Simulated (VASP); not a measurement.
# Nb3CdB (Pm-3m) in VASP: notebook, part 2 of 2

VASP 6.6.1. The steps go on from the part before.

## 5. Single point, PBE

This run uses another cell than the first one, of 17.08 Å³/atom.

Contents of INCAR:

```
SYSTEM = Nb3CdB
PREC = Accurate
ENCUT = 520
EDIFF = 1E-7
ISMEAR = 0
SIGMA = 0.1
LREAL = .FALSE.
LASPH = .TRUE.
NELM = 100
ALGO = Normal
ISIF = 2
LWAVE = .FALSE.
LCHARG = .FALSE.
GGA = PE
NBANDS = 35
```

Contents of KPOINTS:

```
regular mesh
0
G
  8 8 8
  0 0 0
```

Contents of POSCAR:

```
Nb3CdB
1.0
    4.4033448489      0.0000000000      0.0000000000
    0.0000000000      4.4033448489      0.0000000000
    0.0000000000      0.0000000000      4.4033448489
Nb Cd B
3 1 1
Direct
    0.0000000000      0.0000000000      0.5000000000
    0.5000000000      0.0000000000      0.0000000000
    0.0000000000      0.5000000000      0.0000000000
    0.5000000000      0.5000000000      0.5000000000
    0.0000000000      0.0000000000      0.0000000000
```

Potentials or basis: VASP PAW PBE potentials, release 64 (Nb_sv, Cd, B).

Started as:

```sh
$ cat potpaw_PBE.64/Nb_sv/POTCAR potpaw_PBE.64/Cd/POTCAR potpaw_PBE.64/B/POTCAR > POTCAR
$ mpirun -np 1 vasp_std > vasp.out
```

OUTCAR:

```text
SYSTEM = Nb3CdB
   PREC = Accurate
   ENCUT = 520
   EDIFF = 1E-7
   ISMEAR = 0
   LREAL = .FALSE.
   LASPH = .TRUE.
   NELM = 100
   ISIF = 2
   GGA = PE

 ion  position               nearest neighbor table
   1  0.000  0.000  0.500-   5 2.20   5 2.20   4 3.11   4 3.11   4 3.11   4 3.11
   2  0.500  0.000  0.000-   5 2.20   5 2.20   4 3.11   4 3.11   4 3.11   4 3.11
   3  0.000  0.500  0.000-   5 2.20   5 2.20   4 3.11   4 3.11   4 3.11   4 3.11
   4  0.500  0.500  0.500-   1 3.11   2 3.11   3 3.11   2 3.11   3 3.11   1 3.11   2 3.11   2 3.11
                             1 3.11   3 3.11   3 3.11   1 3.11
   5  0.000  0.000  0.000-   1 2.20   2 2.20   3 2.20   1 2.20   3 2.20   2 2.20

  LATTYP: Found a simple cubic cell.
 ALAT       =     4.4033448489

  Lattice vectors:

 A1 = (   4.4033448489,   0.0000000000,   0.0000000000)
 A2 = (   0.0000000000,   4.4033448489,   0.0000000000)
 A3 = (   0.0000000000,   0.0000000000,   4.4033448489)

Analysis of symmetry for initial positions (statically):
=====================================================================
 Subroutine PRICEL returns:
 Original cell was already a primitive cell.

 Routine SETGRP: Setting up the symmetry group for a
 simple cubic supercell.

 Subroutine GETGRP returns: Found 48 space group operations
 (whereof 48 operations were pure point group operations)
 out of a pool of 48 trial point group operations.

The static configuration has the point symmetry O_h .

Analysis of symmetry for dynamics (positions and initial velocities):
=====================================================================
 Subroutine PRICEL returns:
 Original cell was already a primitive cell.

 Routine SETGRP: Setting up the symmetry group for a
 simple cubic supercell.

 Subroutine GETGRP returns: Found 48 space group operations
 (whereof 48 operations were pure point group operations)
 out of a pool of 48 trial point group operations.

The dynamic configuration has the point symmetry O_h .

 Subroutine INISYM returns: Found 48 space group operations
 (whereof 48 operations are pure point group operations),
 and found     1 'primitive' translations

----------------------------------------------------------------------------------------

                                     Primitive cell

  volume of cell :      85.3784

  direct lattice vectors                    reciprocal lattice vectors
     4.403344849  0.000000000  0.000000000     0.227100087  0.000000000  0.000000000
     0.000000000  4.403344849  0.000000000     0.000000000  0.227100087  0.000000000
     0.000000000  0.000000000  4.403344849     0.000000000  0.000000000  0.227100087

  length of vectors
     4.403344849  4.403344849  4.403344849     0.227100087  0.227100087  0.227100087

  position of ions in fractional coordinates (direct lattice)
     0.000000000  0.000000000  0.500000000
     0.500000000  0.000000000  0.000000000
     0.000000000  0.500000000  0.000000000
     0.500000000  0.500000000  0.500000000
     0.000000000  0.000000000  0.000000000

  ion indices of the primitive-cell ions
   primitive index   ion index
                 1           1
                 2           2
[... 27 lines left out ...]

 Found     35 irreducible k-points:

 Following reciprocal coordinates:
            Coordinates               Weight
  0.000000  0.000000  0.000000      1.000000
  0.125000  0.000000  0.000000      6.000000
  0.250000  0.000000  0.000000      6.000000
  0.375000  0.000000  0.000000      6.000000
  0.500000  0.000000  0.000000      3.000000
  0.125000  0.125000  0.000000     12.000000
[... 16 lines left out ...]
  0.375000  0.375000  0.125000     24.000000
  0.500000  0.375000  0.125000     24.000000
 [... further k-points ...]
   k-points           NKPTS =     35   k-points in BZ     NKDIM =     35   number of bands    NBANDS=     35
   number of dos      NEDOS =    301   number of ions     NIONS =      5
   total plane-waves  NPLWV =  46656
   dimension x,y,z NGX =    36 NGY =   36 NGZ =   36
   dimension x,y,z NGXF=    72 NGYF=   72 NGZF=   72
   ions per type =               3   1   1
   NGX,Y,Z   is equivalent  to a cutoff of  13.59, 13.59, 13.59 a.u.
   NGXF,Y,Z  is equivalent  to a cutoff of  27.18, 27.18, 27.18 a.u.
 SYSTEM =  Nb3CdB
   PREC   = accura    normal or accurate (medium, high low for compatibility)
   ISTART =      0    job   : 0-new  1-cont  2-samecut
   ICHARG =      2    charge: 1-file 2-atom 10-const
   ISPIN  =      1    spin polarized calculation?
   LNONCOLLINEAR =      F non collinear calculations
   LSORBIT =      F    spin-orbit coupling
   LASPH  =      T    aspherical Exc in radial PAW
   ENCUT  =  520.0 eV  38.22 Ry    6.18 a.u.   8.19  8.19  8.19*2*pi/ulx,y,z
   NELM   =    100;   NELMIN=  2; NELMDL= -5     # of ELM steps
   EDIFF  = 0.1E-06   stopping-criterion for ELM
   LREAL  =      F    real-space projection
   EDIFFG = 0.1E-05   stopping-criterion for IOM
   NSW    =      0    number of steps for IOM
   IBRION =     -1    ionic relax: 0-MD 1-quasi-New 2-CG
   NFREE  =      0    steps in history (QN), initial steepest desc. (CG)
   ISIF   =      2    stress and relaxation
   ISYM   =      2    0-nonsym 1-usesym 2-fastsym
   POTIM  = 0.5000    time-step for ionic-motion
   TEBEG  =    0.0;   TEEND  =   0.0 temperature during run
   PSTRESS=    0.0 pullay stress
   NELECT =      54.0000    total number of electrons
   NUPDOWN=      -1.0000    fix difference up-down
   EMIN   =  10.00;   EMAX   =-10.00  energy-range for DOS
   EFERMI =   0.00;   METHOD = LEGACY
   ISMEAR =     0;   SIGMA  =   0.10  broadening in eV -4-tet -1-fermi 0-gaus
   EFERMI_NEDOS =   21; number of points for ismear=-14 and -15
   IALGO  =     38    algorithm
   IMIX   =      4    mixing-type and parameters
     AMIX     =   0.40;   BMIX     =  1.00
     AMIX_MAG =   1.60;   BMIX_MAG =  1.00
  volume/ion in A,a.u.               =      17.08       115.23
  Fermi-wavevector in a.u.,A,eV,Ry     =   1.405260  2.655557 26.868186  1.974756
  Thomas-Fermi vector in A             =   2.527739
   LORBIT       =      0    0 simple, 1 ext, 2 COOP (PROOUT), +10 PAW based schemes
   GGA     = PE    functional components
   LHFCALC =     F    Hartree Fock is set to
   AEXX    =    0.0000 exact exchange contribution
   IVDW    =     0    specifies the selected vdW correction
   LEPSILON=     F    determine dielectric tensor
   LRPA    =     F    only Hartree local field effects (RPA)
 non-spin polarized calculation
 Gauss-broadening in eV      SIGMA  =   0.10
  energy-cutoff  :      520.00
  volume of cell :       85.38
 maximum number of plane-waves:      2325
 NGX is ok and might be reduce to    36
   NGX = 17   NGY = 17   NGZ = 17

 number of electron      53.9999998 magnetization

 Free energy of the ion-electron system (eV)
  ---------------------------------------------------
  ext. energy  EPLUGINS =         0.00000000
  ---------------------------------------------------
  free energy    TOTEN  =       -38.10955592 eV

  energy without entropy =      -38.10336019  energy(sigma->0) =      -38.10645806

 E-fermi :   8.2429     XC(G=0): -11.9160

 val. band max:        8.2050620399   @ k =   0.0000   0.0000   0.0000
 cond. band min:       8.2617655655   @ k =   0.5000   0.5000   0.3750
 fundamental gap:      0.0567035256
 Fermi energy:         8.2429208733

 k-point     1 :       0.0000    0.0000    0.0000
  band No.  band energies     occupation
      1     -46.6665      2.00000
      2     -46.5470      2.00000
      3     -46.5470      2.00000
      4     -22.9685      2.00000
      5     -22.9685      2.00000
      6     -22.9685      2.00000
[... 901 lines left out ...]
     34      10.9196      0.00000
     35      12.7150      0.00000

 [... further k-points ...]

------------------------ aborting loop because EDIFF is reached ----------------------------------------

  FORCE on cell =-STRESS in cart. coord.  units (eV):
  Direction    XX          YY          ZZ          XY          YZ          ZX
  --------------------------------------------------------------------------------------
  -------------------------------------------------------------------------------------
  Total       -0.0480244     -0.0480244     -0.0480244     -0.0000000      0.0000000     -0.0000000
  in kB       -0.9012066     -0.9012066     -0.9012066     -0.0000000      0.0000000     -0.0000000
  external PRESSURE =      -0.9012066 kB  Pullay stress =       0.0000000 kB

 VOLUME and BASIS-vectors are now :
 -----------------------------------------------------------------------------
  energy-cutoff  :      520.00
  volume of cell :       85.38
      direct lattice vectors                 reciprocal lattice vectors
     4.403344849  0.000000000  0.000000000     0.227100087  0.000000000  0.000000000
     0.000000000  4.403344849  0.000000000     0.000000000  0.227100087  0.000000000
     0.000000000  0.000000000  4.403344849     0.000000000  0.000000000  0.227100087

 POSITION                                       TOTAL-FORCE (eV/Angst)
 -----------------------------------------------------------------------------------
      0.00000      0.00000      2.20167         0.000000      0.000000      0.000000
      2.20167      0.00000      0.00000         0.000000      0.000000      0.000000
      0.00000      2.20167      0.00000         0.000000      0.000000      0.000000
      2.20167      2.20167      2.20167         0.000000      0.000000      0.000000
      0.00000      0.00000      0.00000         0.000000      0.000000      0.000000
 -----------------------------------------------------------------------------------
    total drift:                                0.000000      0.000000     -0.000000

  FREE ENERGIE OF THE ION-ELECTRON SYSTEM (eV)
  ---------------------------------------------------
  free  energy   TOTEN  =       -38.1095559209 eV

  energy  without entropy=      -38.1033601936  energy(sigma->0) =      -38.10645806
```

OSZICAR:

```text
N       E                     dE             d eps       ncg     rms          rms(c)
DAV:   1     0.624597581026E+03    0.62460E+03   -0.29862E+04  2450   0.161E+03
DAV:   2     0.425782209079E+01   -0.62034E+03   -0.60721E+03  2760   0.608E+02
DAV:   3    -0.419114355254E+02   -0.46169E+02   -0.45175E+02  4468   0.126E+02
DAV:   4    -0.449823774016E+02   -0.30709E+01   -0.30521E+01  3676   0.255E+01
DAV:   5    -0.451372264189E+02   -0.15485E+00   -0.15464E+00  4316   0.651E+00    0.159E+01
DAV:   6    -0.379090125313E+02    0.72282E+01   -0.29737E+01  3243   0.281E+01    0.573E+00
DAV:   7    -0.381403359381E+02   -0.23132E+00   -0.37606E+00  4188   0.899E+00    0.289E+00
DAV:   8    -0.381125430785E+02    0.27793E-01   -0.30022E-01  3219   0.255E+00    0.158E+00
DAV:   9    -0.381092101098E+02    0.33330E-02   -0.47838E-02  3732   0.166E+00    0.192E-01
DAV:  10    -0.381094906864E+02   -0.28058E-03   -0.49891E-03  3660   0.400E-01    0.146E-01
DAV:  11    -0.381095567008E+02   -0.66014E-04   -0.73893E-04  3489   0.171E-01    0.242E-02
DAV:  12    -0.381095555226E+02    0.11782E-05   -0.32790E-05  3828   0.389E-02    0.105E-02
DAV:  13    -0.381095561408E+02   -0.61822E-06   -0.33775E-06  3566   0.173E-02    0.274E-03
DAV:  14    -0.381095559493E+02    0.19158E-06   -0.32825E-07  2652   0.444E-03    0.956E-04
DAV:  15    -0.381095559209E+02    0.28373E-07   -0.35173E-08  1636   0.152E-03
   1 F= -.38109556E+02 E0= -.38106458E+02  d E =-.619573E-02
```

Run time: 66 s. Hardware: 1 thread of AMD EPYC 9R45 (Zen 5), shared host; peak memory 0.23 GiB.

Results:

- Free energy: -38.1096 eV
- Pressure: -0.1 GPa
- Band gap on the k mesh: zero (bands 27 and 28 overlap by 0.05 eV)

## 6. Relaxation of cell and atoms, PBE

This run uses another cell than the first one, of 17.09 Å³/atom.

Contents of INCAR:

```
SYSTEM = Nb3CdB
PREC = Accurate
ENCUT = 600
EDIFF = 1E-6
ISMEAR = 0
SIGMA = 0.1
LREAL = .FALSE.
LASPH = .TRUE.
NELM = 80
ALGO = Fast
ISIF = 3
LWAVE = .FALSE.
LCHARG = .FALSE.
GGA = PE
IBRION = 2
NSW = 100
EDIFFG = -0.01
```

Contents of KPOINTS:

```
Automatic mesh
0
G
  8 8 8
  0 0 0
```

POSCAR: that of step 5 with these lines changed.

```diff
@@ -2,5 +2,5 @@
 1.0
-    4.4033448489      0.0000000000      0.0000000000
-    0.0000000000      4.4033448489      0.0000000000
-    0.0000000000      0.0000000000      4.4033448489
+    4.4048436994      0.0000000000      0.0000000000
+    0.0000000000      4.4048436994      0.0000000000
+    0.0000000000      0.0000000000      4.4048436994
 Nb Cd B
```

Potentials or basis: VASP PAW PBE potentials, release 64 (Nb_sv, Cd, B).

Started as:

```sh
$ cat potpaw_PBE.64/Nb_sv/POTCAR potpaw_PBE.64/Cd/POTCAR potpaw_PBE.64/B/POTCAR > POTCAR
$ mpirun -np 1 vasp_std > vasp.out
```

It took 3.6 min on 1 thread of AMD EPYC 9R45 (Zen 5), shared host; peak memory 0.26 GiB.

Results (log left out):

| Quantity | Value |
| --- | --- |
| Free energy | -38.1100 eV |
| Relaxed volume | 17.06 Å³/atom |
| Relaxed cell | a = 4.402 Å, b = 4.402 Å, c = 4.402 Å, α = 90.00°, β = 90.00°, γ = 90.00° |
| Space group after relaxing (to 0.1 Å) | Pm-3m (No. 221) |
| Energy gained by relaxing | 0.0 meV/atom |
| Ionic steps | 3 |
| Pressure after relaxing | 0.0 GPa |
| Band gap on the k mesh | zero (bands 27 and 28 overlap by 0.05 eV) |

Step by step:
```csv
step,energy change (eV),largest force (eV/Å),pressure (GPa),volume (Å³)
1,0.0000,0.0000,-0.27,85.47
2,0.0001,0.0000,0.38,85.11
3,-0.0001,0.0000,0.01,85.31
```

Final structure:
```
Nb Cd B
1.0
     4.40222    0.00000    0.00000
     0.00000    4.40222    0.00000
     0.00000    0.00000    4.40222
Nb Cd B
3 1 1
Direct
  0.00000 0.00000 0.50000
  0.50000 0.00000 0.00000
  0.00000 0.50000 0.00000
  0.50000 0.50000 0.50000
  0.00000 0.00000 0.00000
```

Levels at points of the mesh, in eV from the Fermi level:
```
           k point  band 23  band 24  band 25  band 26  band 27  band 28  band 29  band 30  band 31  band 32
(0.00, 0.00, 0.00)    -1.62    -1.62    -0.04    -0.04    -0.04     1.66     1.66     1.66     2.33     2.33
(0.50, 0.00, 0.00)    -1.61    -1.61    -1.58    -1.58    -0.28     0.39     1.05     1.42     1.42     1.68
(0.50, 0.50, 0.00)    -1.94    -1.94    -1.67    -0.04    -0.04     0.06     0.06     1.13     1.60     1.98
(0.50, 0.50, 0.50)    -0.20    -0.20    -0.20    -0.09    -0.09    -0.09     0.43     0.43     0.43     2.26
```

## 7. Overview

```csv
task,cell,k mesh,cutoff (eV),gap on the mesh (eV),pressure (GPa),relaxed volume (Å³/atom)
single point,"a = 4.130 Å, 5 atoms",4 × 4 × 4,520,none,44.3,-
single point,"a = 4.405 Å, 5 atoms",4 × 4 × 4,520,none,-0.2,-
relaxation of cell and atoms,"relaxed from a = 4.130 Å, 5 atoms",4 × 4 × 4,600,none,0.1,17.07
single point,"a = 4.403 Å, 5 atoms",8 × 8 × 8,520,none,-0.1,-
relaxation of cell and atoms,"relaxed from a = 4.405 Å, 5 atoms",8 × 8 × 8,600,none,0.0,17.06
```

Alike in all rows: level PBE; potentials or basis VASP PAW PBE potentials, release 64 (Nb_sv, Cd, B); no spin polarisation; smearing gaussian 0.1 eV.

Caveats: some runs use coarse meshes; the volume moved by over 15 % at a fixed basis, so the end points are rough (at least some runs).

Absolute energies hang on the potentials; compare differences alone.
